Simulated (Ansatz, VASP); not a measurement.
**One calculation of SiO2, two programs**

```
Si O
1.0
    -4.94148    4.94148    4.94148
     4.94148   -4.94148    4.94148
     4.94148    4.94148   -4.94148
Si O
8 16
Direct
  0.31388 0.31388 0.31388
  0.00000 0.31388 0.00000
  0.00000 0.00000 0.31388
  0.31388 0.00000 0.00000
  0.00000 0.00000 0.68612
  0.68612 0.00000 0.00000
  0.00000 0.68612 0.00000
  0.68612 0.68612 0.68612
  0.50000 0.50000 0.50000
  0.00000 0.50000 0.00000
  0.00000 0.00000 0.50000
  0.50000 0.00000 0.00000
  0.18888 0.18888 0.37777
  0.18888 0.37777 0.18888
  0.81112 0.00000 0.18888
  0.00000 0.81112 0.18888
  0.37777 0.18888 0.18888
  0.18888 0.81112 0.00000
  0.81112 0.18888 0.00000
  0.18888 0.00000 0.81112
  0.62223 0.81112 0.81112
  0.81112 0.62223 0.81112
  0.00000 0.18888 0.81112
  0.81112 0.81112 0.62223
```

Alike in both runs: task electric field gradients; functional PBE; k mesh 3 × 3 × 3; occupations fermi-dirac, width 0.02 eV; no spin polarisation.

|  | VASP | Ansatz |
| --- | --- | --- |
| version | VASP 6.6.1 | Ansatz 0.2.0 |
| potentials or method | VASP PAW PBE potentials, release 64 (Si, O) | plane-wave PAW, scalar-relativistic |
| plane-wave cutoff (eV) | 520 | 420 |
| valence electrons in the cell | 128 | 128 |

Ansatz gave:

```
gap on the k mesh at the Fermi level (eV)            : 5.55
pressure (GPa)                                       : 3.2
rms of the force components (eV/Å)                   : 0.145
size of Vzz on the site where it differs most (V/Å²) : 107.6
```

Question: Which values does VASP return?

Answer: gap on the k mesh at the Fermi level (eV): 5.54; pressure (GPa): 3.2; rms of the force components (eV/Å): 0.136; size of Vzz on the site where it differs most (V/Å²): 98.7.

Atom by atom the forces differ by 0.023 eV/Å (rms over components).
